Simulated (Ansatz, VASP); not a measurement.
## One calculation of SnO2, two programs

The input INCAR:

```
SYSTEM = SnO2
PREC     = Accurate       ! precision mode
ENCUT    = 520            ! plane-wave cutoff, eV
EDIFF    = 1E-7           ! SCF threshold, eV
ISMEAR   = 0              ! smearing method
SIGMA    = 0.05           ! smearing width, eV
LREAL    = .False.        ! projectors in reciprocal space
LASPH    = .True.         ! aspherical terms in the spheres
NELM     = 80             ! most SCF steps
ALGO     = Normal         ! electronic algorithm
ISIF     = 2              ! what is computed and relaxed
LWAVE    = .False.        ! write WAVECAR
LCHARG   = .False.        ! write CHGCAR
NBANDS   = 35             ! bands
```

The input KPOINTS:

```
Automatic mesh
0
Gamma
  6 6 8
  0 0 0
```

File POSCAR:

```
SnO2
1.0
    4.6665314825      0.0000000000      0.0000000000
    0.0000000000      4.6671047442      0.0000000000
    0.0000000000      0.0000000000      3.1527341536
Sn O
2 4
Direct
    0.5000000000      0.5000000000      0.5000000000
    0.0000000000      0.0000000000      0.0000000000
    0.3059833077      0.3450716815      0.0000000000
    0.8059833077      0.1549283185      0.5000000000
    0.1940166923      0.8450716815      0.5000000000
    0.6940166923      0.6549283185      0.0000000000
```

Input for Ansatz:

```yaml
crystal:
  lattice:
    - [4.6665314825, 0.0, 0.0]
    - [0.0, 4.6671047442, 0.0]
    - [0.0, 0.0, 3.1527341536]
  atoms:
    - { symbol: Sn, position: [0.5, 0.5, 0.5] }
    - { symbol: Sn, position: [0.0, 0.0, 0.0] }
    - { symbol: O, position: [0.3059833077, 0.3450716815, 0.0] }
    - { symbol: O, position: [0.8059833077, 0.1549283185, 0.5] }
    - { symbol: O, position: [0.1940166923, 0.8450716815, 0.5] }
    - { symbol: O, position: [0.6940166923, 0.6549283185, 0.0] }
basis:
  ecutwfc: 520.0
kpoints:
  mp_grid: { grid: [6, 6, 8] }
hamiltonian:
  xc: lda
scf:
  occupations: { method: gaussian, width: 0.05 }
output:
  forces: true
  stress: true
  eigenvalues: true
```

Alike in both runs: task single point; functional LDA; k mesh 6 × 6 × 8; occupations gaussian, width 0.05 eV; no spin polarisation.

|  | VASP | Ansatz |
| --- | --- | --- |
| version | VASP 6.6.1 | Ansatz 0.2.0 |
| potentials or method | VASP PAW LDA potentials, release 64 (Sn_d, O), cutoff 520 eV | scalar-relativistic, plane waves, PAW |
| valence electrons in the cell | 52 | 52 |

|  | VASP | Ansatz | Ansatz less VASP |
| --- | --- | --- | --- |
| gap on the k mesh at the Fermi level (eV) | 1.96 | 1.93 | -0.030 |
| least direct gap on the mesh (eV) | 1.96 | 1.93 | -0.030 |
| pressure (GPa) | 18.3 | 17.0 | -1.28 |
| traceless stress, the component that is largest in VASP (GPa) | 9.79 | 8.87 | -0.917 |
| rms of the force components (eV/Å) | 1.782 | 1.747 | -0.0345 |

LDA's correlation is that of Perdew and Zunger in VASP and of Perdew and Wang (1992) in Ansatz. Atom by atom the forces differ by 0.035 eV/Å (rms over components).
